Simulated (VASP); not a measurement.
Write the native input for VASP 6.6.1 that does the following.

```
Task                   : single point
Functional             : PBE
Potentials or basis    : VASP PAW PBE potentials, release 64 (B, C)
Cutoff                 : 520 eV
k mesh                 : 4 × 4 × 4
Occupations            : gaussian, width 0.1 eV
Spin                   : no spin polarisation
Dipole correction      : no
Further INCAR settings : ALGO = Normal; EDIFF = 1e-06; NBANDS = 26
```

The structure of BC7 lies in POSCAR:

```
BC7
1.0
    0.0000000000      3.5793651400      3.5793651400
    3.5793651400      0.0000000000      3.5793651400
    3.5793651400      3.5793651400      0.0000000000
B C
1 7
Direct
    0.0000000000      0.0000000000      0.0000000000
    0.5000000000      0.5000000000      0.5000000000
    0.5000000000      0.0000000000      0.0000000000
    0.5000000000      0.0000000000      0.5000000000
    0.0000000000      0.5000000000      0.5000000000
    0.0000000000      0.5000000000      0.0000000000
    0.5000000000      0.5000000000      0.0000000000
    0.0000000000      0.0000000000      0.5000000000
```

The input as run:

INCAR

```
SYSTEM = BC7
ALGO     = Normal         ! electronic algorithm
EDIFF    = 1E-6           ! SCF threshold, eV
ENCUT    = 520            ! plane-wave cutoff, eV
GGA      = PE             ! functional
ISIF     = 2              ! what is computed and relaxed
ISMEAR   = 0              ! smearing method
LASPH    = .TRUE.         ! aspherical terms in the spheres
LCHARG   = .FALSE.        ! write CHGCAR
LREAL    = .FALSE.        ! projectors in reciprocal space
LWAVE    = .FALSE.        ! write WAVECAR
NBANDS   = 26             ! bands
NELM     = 60             ! most SCF steps
PREC     = Accurate       ! precision mode
SIGMA    = 0.1            ! smearing width, eV
```

KPOINTS

```
k-points
0
G
  4 4 4
  0 0 0
```

Potentials or basis: VASP PAW PBE potentials, release 64 (B, C).

Command:

```bash
$ cat potpaw_PBE.64/B/POTCAR potpaw_PBE.64/C/POTCAR > POTCAR
$ mpirun -np 1 vasp_std > vasp.out
```

Results of the run:

```json
{"Pressure": "-29.8 GPa"}
```

Caveat: the k points lie up to 0.38 Å⁻¹ apart.

It took 11 s on 1 thread of Intel(R) Xeon(R) 6975P-C (Granite Rapids), on a shared host, peak memory 0.22 GiB.
